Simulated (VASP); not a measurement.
Write the native input for VASP 6.6.1 that does the following.

* Task: relaxation of cell and atoms
* Functional: PBE
* Potentials or basis: VASP PAW PBE potentials, release 64 (Zr_sv, S)
* Cutoff: 600 eV
* k mesh: 4 × 4 × 4
* Occupations: gaussian, width 0.1 eV
* Spin: no spin polarisation
* Dipole correction: no
* Further INCAR settings: ALGO = Normal; EDIFF = 1e-07; IBRION = 2; EDIFFG = -0.04; NSW = 90; ISIF = 3

The structure of Zr3S2 lies in POSCAR:

```
Zr3S2
1.0
    3.3520961899     -4.5468164764      0.0000000000
    3.3520961899      4.5468164764      0.0000000000
    0.0000000000      0.0000000000      6.8546216519
Zr S
6 4
Direct
    0.3873000000      0.0663000000      0.0000000000
    0.6127000000      0.9337000000      0.5000000000
    0.9337000000      0.6127000000      0.0000000000
    0.0663000000      0.3873000000      0.5000000000
    0.2059000000      0.7941000000      0.1577000000
    0.7941000000      0.2059000000      0.6577000000
    0.4268000000      0.5732000000      0.8371000000
    0.5732000000      0.4268000000      0.3371000000
    0.8943000000      0.1057000000      0.1145000000
    0.1057000000      0.8943000000      0.6145000000
```

These files were run (other wordings do the same):

INCAR

```
PREC     = Accurate       # precision mode
ENCUT    = 600            # plane-wave cutoff, eV
EDIFF    = 1E-7           # SCF threshold, eV
ISMEAR   = 0              # smearing method
SIGMA    = 0.1            # smearing width, eV
LREAL    = False          # projectors in reciprocal space
LASPH    = True           # aspherical terms in the spheres
NELM     = 100            # most SCF steps
ALGO     = Normal         # electronic algorithm
ISIF     = 3              # what is computed and relaxed
LWAVE    = False          # write WAVECAR
LCHARG   = False          # write CHGCAR
GGA      = PE             # functional
IBRION   = 2              # ionic algorithm
NSW      = 90             # ionic steps
EDIFFG   = -0.04          # ionic threshold
```

KPOINTS

```
regular mesh
0
Gamma
  4 4 4
```

Potentials or basis: VASP PAW PBE potentials, release 64 (Zr_sv, S).

Command:

```bash
$ cat potpaw_PBE.64/Zr_sv/POTCAR potpaw_PBE.64/S/POTCAR > POTCAR
$ mpirun -np 1 vasp_std > vasp.out
```

Results of the run:

| Quantity | Value |
| --- | --- |
| Relaxed volume | 20.45 Å³/atom |
| Relaxed cell | a = 5.341 Å, b = 5.341 Å, c = 7.565 Å, α = 90.00°, β = 90.00°, γ = 71.45° |
| Space group after relaxing (to 0.1 Å) | Cmce (No. 64) |
| Energy gained by relaxing | 2124.1 meV/atom |
| Ionic steps | 49 |
| Pressure after relaxing | -0.1 GPa |
| Largest force after relaxing | 0.038 eV/Å |
| Band gap on the k mesh | zero (bands 48 and 49 overlap by 0.33 eV) |

It took 2.6 h on 1 thread of Intel(R) Xeon(R) Platinum 8488C (Sapphire Rapids) (shared host), peak memory 0.49 GiB.
